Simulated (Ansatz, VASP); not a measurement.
**Two plane-wave programs on LiF**

```
Li F
1.0
     3.14039    0.00000    0.00000
    -1.57019    2.71966    0.00000
     0.00000    0.00000    8.28903
Li F
3 3
Direct
  0.16563 0.83437 0.66667
  0.16563 0.33126 0.33333
  0.66874 0.83437 0.00000
  0.83393 0.16607 0.66667
  0.83393 0.66787 0.33333
  0.33213 0.16607 0.00000
```

Alike in both runs: functional PBE; k mesh 6 × 6 × 4; occupations gaussian, width 0.1 eV; no spin polarisation.

Ansatz relaxed the structure, and its values are those at the end. VASP's run is a single point on that final structure, the one shown.

```csv
,VASP,Ansatz
version,VASP 6.6.1,Ansatz 0.2.0
potentials or method,"VASP PAW PBE potentials, release 64 (Li_sv, F), cutoff 520 eV","scalar-relativistic, plane waves, PAW"
valence electrons in the cell,30,30
```

Ansatz gave:

```
gap on the k mesh at the Fermi level (eV) : 6.74
least direct gap on the mesh (eV)         : 6.75
```

Q: Estimate VASP's values.

A: gap on the k mesh at the Fermi level (eV): 6.73; least direct gap on the mesh (eV): 6.73.

Noted on VASP's run: the cutoff is under 1.25 times that of the potentials, so the pressure is a little rough.
